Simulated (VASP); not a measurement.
SiGe3: single point with r2SCAN

SiGe3:

```
Si Ge
1.0
     4.04777    0.00000    0.00000
     0.00000    4.04777    0.00000
     0.00000    0.00000    5.70367
Si Ge
1 3
Cartesian
  0.0000 0.0000 0.0000
  0.0000 2.0239 1.3934
  2.0239 2.0239 2.8518
  2.0239 0.0000 4.3103
```

- Program: VASP 6.6.1
- Task: single point
- Functional: r2SCAN
- Potentials or basis: VASP PAW PBE potentials, release 64 (Si, Ge_d)
- Cutoff: 520 eV
- k mesh: 6 × 6 × 4
- Occupations: gaussian, width 0.01 eV
- Spin: no spin polarisation

- Pressure: -4.0 GPa
- Largest force: 0.006 eV/Å
- Band gap on the k mesh: 0.36 eV (least direct gap 0.60 eV)

Forces on the atoms (eV/Å):
```
Si   0.000  0.000  0.000
Ge   0.000  0.000 -0.006
Ge   0.000  0.000  0.000
Ge   0.000  0.000  0.006
```

Levels at points of the mesh, in eV from the valence-band top:
```
           k point  band 20  band 21  band 22  band 23  band 24  band 25  band 26  band 27
(0.00, 0.00, 0.00)    -3.01    -0.02     0.00     0.00     0.60     0.96     1.15     2.69
(0.50, 0.00, 0.00)    -3.75    -3.66    -1.63    -1.31     2.12     2.39     4.83     4.98
(0.50, 0.50, 0.00)    -3.05    -2.96    -2.96    -2.89     0.80     0.99     0.99     1.47
(0.00, 0.00, 0.50)    -2.13    -2.13    -1.83    -1.83     1.07     1.46     3.04     3.15
(0.50, 0.00, 0.50)    -1.55    -1.35    -1.31    -1.19     0.36     0.82     3.67     3.79
(0.50, 0.50, 0.50)    -3.80    -3.77    -3.75    -3.75     4.48     4.48     4.65     4.80
```

Wall time 4.4 min on 1 thread of Intel(R) Xeon(R) Platinum 8259CL CPU @ 2.50GHz (Skylake/Cascade Lake), on a shared host, peak memory 0.23 GiB.

Caveat: the cell stands under tension; the PAW data sets were made with another functional, which shifts forces and pressure a little. A k mesh can miss the band edges.
